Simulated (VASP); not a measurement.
# Pt (Fm-3m) in VASP: a series of runs

Pt is run at these levels: LDA; tasks: single point, relaxation of cell and atoms.

Everything below comes from runs of VASP 6.6.1. Logs are shortened: lines on timing, memory, paths and dates and some standing lists are left out, and cuts for length are marked.

### Step 1. The cell of the first run

Symmetry: Fm-3m, No. 225, cubic system. The conventional cell has a = 3.894 Å, b = 3.894 Å, c = 3.894 Å, α = 90.00°, β = 90.00°, γ = 90.00°. Pt (site symmetry m-3m) has 12 Pt at 2.75 Å within 3.6 Å.

### Step 2. Single point, LDA

INCAR

```
SYSTEM = Pt
PREC     = Accurate       ! precision mode
ENCUT    = 520            ! plane-wave cutoff, eV
EDIFF    = 1E-7           ! SCF threshold, eV
ISMEAR   = -1             ! smearing method
SIGMA    = 0.05           ! smearing width, eV
LREAL    = .False.        ! projectors in reciprocal space
LASPH    = .True.         ! aspherical terms in the spheres
NELM     = 60             ! most SCF steps
ALGO     = Normal         ! electronic algorithm
ISIF     = 2              ! what is computed and relaxed
LWAVE    = .False.        ! write WAVECAR
LCHARG   = .False.        ! write CHGCAR
GGA      = CA             ! functional
NBANDS   = 11             ! bands
```

KPOINTS

```
regular mesh
0
Gamma
  20 20 20
  0 0 0
```

POSCAR

```
Pt
1.0
    2.7533349743      0.0000000000      0.0000000000
    1.3766674871      2.3844580328      0.0000000000
    1.3766674871      0.7948193443      2.2480885926
Pt
1
Direct
    0.0000000000      0.0000000000      0.0000000000
```

Potentials or basis: VASP PAW LDA potentials, release 64 (Pt).

The run is started by

```sh
$ cat potpaw_LDA.64/Pt/POTCAR > POTCAR
$ mpirun -np 1 vasp_std > vasp.out
```

OUTCAR:

```text
SYSTEM = Pt
   PREC = Accurate
   ENCUT = 520
   EDIFF = 1E-7
   ISMEAR = -1
   LREAL = .False.
   LASPH = .True.
   NELM = 60
   ISIF = 2
   GGA = CA

 ion  position               nearest neighbor table
   1  0.000  0.000  0.000-

  LATTYP: Found a face centered cubic cell.
 ALAT       =     3.8938036623

  Lattice vectors:

 A1 = (   2.7533349743,   0.0000000000,   0.0000000000)
 A2 = (   1.3766674871,   2.3844580328,   0.0000000000)
 A3 = (   1.3766674871,   0.7948193443,   2.2480885926)

Analysis of symmetry for initial positions (statically):
=====================================================================
 Subroutine PRICEL returns:
 Original cell was already a primitive cell.

 Routine SETGRP: Setting up the symmetry group for a
 face centered cubic supercell.

 Subroutine GETGRP returns: Found 48 space group operations
 (whereof 48 operations were pure point group operations)
 out of a pool of 48 trial point group operations.

The static configuration has the point symmetry O_h .

Analysis of symmetry for dynamics (positions and initial velocities):
=====================================================================
 Subroutine PRICEL returns:
 Original cell was already a primitive cell.

 Routine SETGRP: Setting up the symmetry group for a
 face centered cubic supercell.

 Subroutine GETGRP returns: Found 48 space group operations
 (whereof 48 operations were pure point group operations)
 out of a pool of 48 trial point group operations.

The dynamic configuration has the point symmetry O_h .

 Subroutine INISYM returns: Found 48 space group operations
 (whereof 48 operations are pure point group operations),
 and found     1 'primitive' translations

----------------------------------------------------------------------------------------

                                     Primitive cell

  volume of cell :      14.7592

  direct lattice vectors                    reciprocal lattice vectors
     2.753334974  0.000000000  0.000000000     0.363195909 -0.209691256 -0.148274109
     1.376667487  2.384458033  0.000000000     0.000000000  0.419382512 -0.148274109
     1.376667487  0.794819344  2.248088593     0.000000000  0.000000000  0.444822327

  length of vectors
     2.753334974  2.753334974  2.753334974     0.444822327  0.444822327  0.444822327

  position of ions in fractional coordinates (direct lattice)
     0.000000000  0.000000000  0.000000000

  ion indices of the primitive-cell ions
   primitive index   ion index
                 1           1

----------------------------------------------------------------------------------------

 KPOINTS: regular mesh

Automatic generation of k-mesh.
 Grid dimensions read from file:
 generate k-points for:   20   20   20

 Generating k-lattice:

  Cartesian coordinates                     Fractional coordinates (reciprocal lattice)
     0.018159795 -0.010484563 -0.007413705     0.050000000  0.000000000  0.000000000
     0.000000000  0.020969126 -0.007413705     0.000000000  0.050000000  0.000000000
     0.000000000  0.000000000  0.022241116     0.000000000  0.000000000  0.050000000

  Length of vectors
     0.022241116  0.022241116  0.022241116

  Shift w.r.t. Gamma in fractional coordinates (k-lattice)
     0.000000000  0.000000000  0.000000000

 Subroutine IBZKPT returns following result:
 ===========================================

 Found    256 irreducible k-points:

 Following reciprocal coordinates:
            Coordinates               Weight
  0.000000  0.000000  0.000000      1.000000
  0.050000 -0.000000 -0.000000      8.000000
  0.100000 -0.000000  0.000000      8.000000
  0.150000 -0.000000 -0.000000      8.000000
  0.200000 -0.000000  0.000000      8.000000
  0.250000 -0.000000 -0.000000      8.000000
[... 16 lines left out ...]
 -0.400000  0.050000  0.000000     24.000000
 -0.350000  0.050000 -0.000000     24.000000
 [... further k-points ...]
   k-points           NKPTS =    256   k-points in BZ     NKDIM =    256   number of bands    NBANDS=     11
   number of dos      NEDOS =    301   number of ions     NIONS =      1
   total plane-waves  NPLWV =   8000
   dimension x,y,z NGX =    20 NGY =   20 NGZ =   20
   dimension x,y,z NGXF=    40 NGYF=   40 NGZF=   40
   ions per type =               1
   NGX,Y,Z   is equivalent  to a cutoff of  12.08, 12.08, 12.08 a.u.
   NGXF,Y,Z  is equivalent  to a cutoff of  24.15, 24.15, 24.15 a.u.
 SYSTEM =  Pt
   PREC   = accura    normal or accurate (medium, high low for compatibility)
   ISTART =      0    job   : 0-new  1-cont  2-samecut
   ICHARG =      2    charge: 1-file 2-atom 10-const
   ISPIN  =      1    spin polarized calculation?
   LNONCOLLINEAR =      F non collinear calculations
   LSORBIT =      F    spin-orbit coupling
   LASPH  =      T    aspherical Exc in radial PAW
   ENCUT  =  520.0 eV  38.22 Ry    6.18 a.u.   5.12  5.12  5.12*2*pi/ulx,y,z
   NELM   =     60;   NELMIN=  2; NELMDL= -5     # of ELM steps
   EDIFF  = 0.1E-06   stopping-criterion for ELM
   LREAL  =      F    real-space projection
   EDIFFG = 0.1E-05   stopping-criterion for IOM
   NSW    =      0    number of steps for IOM
   IBRION =     -1    ionic relax: 0-MD 1-quasi-New 2-CG
   NFREE  =      0    steps in history (QN), initial steepest desc. (CG)
   ISIF   =      2    stress and relaxation
   ISYM   =      2    0-nonsym 1-usesym 2-fastsym
   POTIM  = 0.5000    time-step for ionic-motion
   TEBEG  =    0.0;   TEEND  =   0.0 temperature during run
   PSTRESS=    0.0 pullay stress
   NELECT =      10.0000    total number of electrons
   NUPDOWN=      -1.0000    fix difference up-down
   EMIN   =  10.00;   EMAX   =-10.00  energy-range for DOS
   EFERMI =   0.00;   METHOD = LEGACY
   ISMEAR =    -1;   SIGMA  =   0.05  broadening in eV -4-tet -1-fermi 0-gaus
   EFERMI_NEDOS =   21; number of points for ismear=-14 and -15
   IALGO  =     38    algorithm
   IMIX   =      4    mixing-type and parameters
     AMIX     =   0.40;   BMIX     =  1.00
     AMIX_MAG =   1.60;   BMIX_MAG =  1.00
  volume/ion in A,a.u.               =      14.76        99.60
  Fermi-wavevector in a.u.,A,eV,Ry     =   1.437874  2.717188 28.129789  2.067481
  Thomas-Fermi vector in A             =   2.556903
   LORBIT       =      0    0 simple, 1 ext, 2 COOP (PROOUT), +10 PAW based schemes
   GGA     = CA    functional components
   LHFCALC =     F    Hartree Fock is set to
   AEXX    =    0.0000 exact exchange contribution
   IVDW    =     0    specifies the selected vdW correction
   LEPSILON=     F    determine dielectric tensor
   LRPA    =     F    only Hartree local field effects (RPA)
 non-spin polarized calculation
  energy-cutoff  :      520.00
  volume of cell :       14.76
 maximum number of plane-waves:       415
   NGX = 11   NGY = 11   NGZ = 11

 number of electron      10.0000000 magnetization

 Free energy of the ion-electron system (eV)
  ---------------------------------------------------
  ext. energy  EPLUGINS =         0.00000000
  ---------------------------------------------------
  free energy    TOTEN  =        -7.51343904 eV

  energy without entropy =       -7.49971645  energy(sigma->0) =       -7.50657774

 E-fermi :  11.5736     XC(G=0): -13.8125

 val. band max:       11.5681172073   @ k =  -0.4500   0.1000   0.0500
 cond. band min:      11.5754580611   @ k =  -0.4000   0.3500   0.1000
 fundamental gap:      0.0073408537
 Fermi energy:        11.5735628148

 k-point     1 :       0.0000    0.0000    0.0000
  band No.  band energies     occupation
      1       1.0743      2.00000
      2       7.6118      2.00000
      3       7.6118      2.00000
      4       7.6118      2.00000
      5       9.8838      2.00000
      6       9.8838      2.00000
      7      26.1212      0.00000
      8      31.1660      0.00000
      9      31.1660      0.00000
     10      31.1660      0.00000
     11      36.6978      0.00000

 k-point     2 :       0.0500   -0.0000   -0.0000
  band No.  band energies     occupation
      1       1.1776      2.00000
      2       7.5641      2.00000
      3       7.6539      2.00000
      4       7.6539      2.00000
      5       9.8592      2.00000
      6       9.8592      2.00000
      7      26.2868      0.00000
      8      30.6206      0.00000
      9      31.3282      0.00000
     10      31.3282      0.00000
     11      37.3170      0.00000

 k-point     3 :       0.1000   -0.0000    0.0000
  band No.  band energies     occupation
      1       1.4800      2.00000
      2       7.4378      2.00000
      3       7.7677      2.00000
      4       7.7677      2.00000
      5       9.8020      2.00000
      6       9.8020      2.00000
      7      26.7487      0.00000
      8      29.4219      0.00000
      9      31.8033      0.00000
     10      31.8033      0.00000
     11      38.3485      0.00000

 k-point     4 :       0.1500   -0.0000   -0.0000
  band No.  band energies     occupation
      1       1.9552      2.00000
      2       7.2821      2.00000
      3       7.9108      2.00000
      4       7.9108      2.00000
      5       9.7639      2.00000
      6       9.7639      2.00000
      7      27.3865      0.00000
      8      28.0227      0.00000
      9      32.5556      0.00000
     10      32.5556      0.00000
     11      37.3367      0.00000

 k-point     5 :       0.2000   -0.0000    0.0000
  band No.  band energies     occupation
      1       2.5478      2.00000
      2       7.1792      2.00000
      3       8.0099      2.00000
      4       8.0099      2.00000
      5       9.8279      2.00000
      6       9.8279      2.00000
      7      26.5468      0.00000
      8      27.9349      0.00000
      9      33.5118      0.00000
     10      33.5118      0.00000
     11      35.8003      0.00000
[... 211 lines left out ...]
 k-point    21 :       0.5000    0.0500   -0.0000
  band No.  band energies     occupation
      1       4.0582      2.00000
      2       7.4864      2.00000
      3       7.6301      2.00000
      4      10.2745      2.00000
      5      11.6231      0.54126
      6      12.3113      0.00000
      7      17.6044      0.00000
      8      25.8628      0.00000
      9      30.4462      0.00000
     10      30.4804      0.00000
     11      40.1584      0.00000

 k-point    22 :      -0.4500    0.0500    0.0000
  band No.  band energies     occupation
      1       4.0600      2.00000
      2       7.5057      2.00000
      3       7.6297      2.00000
      4      10.1999      2.00000
      5      11.4900      1.68360
      6      12.2784      0.00000
      7      17.8273      0.00000
      8      25.9009      0.00000
      9      30.2820      0.00000
     10      30.8123      0.00000
     11      39.8528      0.00000

 k-point    23 :      -0.4000    0.0500    0.0000
  band No.  band energies     occupation
      1       4.0588      2.00000
      2       7.5806      2.00000
      3       7.6850      2.00000
      4       9.5261      2.00000
      5      11.1800      1.99924
      6      11.8866      0.00381
      7      19.0991      0.00000
      8      26.1661      0.00000
      9      30.5771      0.00000
     10      31.6164      0.00000
     11      38.6821      0.00000

 k-point    24 :      -0.3500    0.0500   -0.0000
  band No.  band energies     occupation
      1       4.0102      2.00000
      2       7.6968      2.00000
      3       7.7886      2.00000
      4       8.5812      2.00000
      5      10.7528      2.00000
      6      11.4351      1.88198
      7      20.8382      0.00000
      8      26.6528      0.00000
      9      31.2553      0.00000
     10      32.8382      0.00000
     11      37.1236      0.00000

 [... further k-points ...]

------------------------ aborting loop because EDIFF is reached ----------------------------------------

  FORCE on cell =-STRESS in cart. coord.  units (eV):
  Direction    XX          YY          ZZ          XY          YZ          ZX
  --------------------------------------------------------------------------------------
  -------------------------------------------------------------------------------------
  Total        0.0732086      0.0732086      0.0732086     -0.0000000      0.0000000     -0.0000000
  in kB        7.9471356      7.9471356      7.9471356     -0.0000000      0.0000000     -0.0000000
  external PRESSURE =       7.9471356 kB  Pullay stress =       0.0000000 kB

 VOLUME and BASIS-vectors are now :
 -----------------------------------------------------------------------------
  energy-cutoff  :      520.00
  volume of cell :       14.76
      direct lattice vectors                 reciprocal lattice vectors
     2.753334974  0.000000000  0.000000000     0.363195909 -0.209691256 -0.148274109
     1.376667487  2.384458033  0.000000000     0.000000000  0.419382512 -0.148274109
     1.376667487  0.794819344  2.248088593     0.000000000  0.000000000  0.444822327

 POSITION                                       TOTAL-FORCE (eV/Angst)
 -----------------------------------------------------------------------------------
      0.00000      0.00000      0.00000         0.000000     -0.000000      0.000000
 -----------------------------------------------------------------------------------
    total drift:                               -0.000000     -0.000000     -0.000000

  FREE ENERGIE OF THE ION-ELECTRON SYSTEM (eV)
  ---------------------------------------------------
  free  energy   TOTEN  =        -7.5134390379 eV

  energy  without entropy=       -7.4997164486  energy(sigma->0) =       -7.50657774
```

Wall time 51 s (1 thread of AMD EPYC 7R13, shared host); peak memory 0.12 GiB.

Results:

```yaml
Free_energy: -7.5134 eV
Pressure: 0.8 GPa
Band_gap_on_the_k_mesh: zero (band 5 reaches 12.08 eV, above the bottom of band 6 at 9.76 eV)
```

Caveat: spin-orbit coupling is left out, which moves the levels of the heavy elements.

(Continued in part 2 of 2.)
